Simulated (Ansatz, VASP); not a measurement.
**One calculation of InRuC4N4, two programs**

```
In Ru C N
1.0
     6.19912    0.00000    0.00000
     0.00000    6.19912    0.00000
     0.00000    0.00000    6.19912
In Ru C N
1 1 4 4
Cartesian
  0.0000 0.0000 0.0000
  3.0996 3.0996 3.0996
  1.2465 1.2465 1.2465
  1.2465 4.9526 4.9526
  4.9526 1.2465 4.9526
  4.9526 4.9526 1.2465
  1.9225 1.9225 1.9225
  1.9225 4.2766 4.2766
  4.2766 1.9225 4.2766
  4.2766 4.2766 1.9225
```

Alike in both runs: functional PBE; k mesh 4 × 4 × 4; occupations gaussian, width 0.1 eV; collinear spin.

Ansatz relaxed the structure, and its values are those at the end. VASP's run is a single point on that final structure, the one shown.

|  | VASP | Ansatz |
| --- | --- | --- |
| version | VASP 6.6.1 | Ansatz 0.2.0 |
| potentials or method | VASP PAW PBE potentials, release 64 (In_d, Ru_pv, C, N), cutoff 520 eV | scalar-relativistic, plane waves, PAW |
| valence electrons in the cell | 63 | 65 |

Ansatz gave:

| Quantity | Value |
| --- | --- |
| gap on the k mesh at the Fermi level (eV) | 0.95 |
| least direct gap on the mesh (eV) | 1.20 |
| pressure (GPa) | 0.1 |
| rms of the force components (eV/Å) | 0.003 |
| net moment per atom (μB) | 0.30 |
| size of the moment on the site where the two differ most (μB) | 1.52 |

Q: Which values does VASP return?

A: gap on the k mesh at the Fermi level (eV): 0.94; least direct gap on the mesh (eV): 1.20; pressure (GPa): 0.3; rms of the force components (eV/Å): 0.194; net moment per atom (μB): 0.30; size of the moment on the site where the two differ most (μB): 2.04.

Site moments also hang on the region over which each program counts them. VASP's potentials hold 63 valence electrons a cell and Ansatz's 65, so a difference there can come from the potentials and not from the codes.

Noted on VASP's run: the standard files for N, O and F lose accuracy on very short bonds.
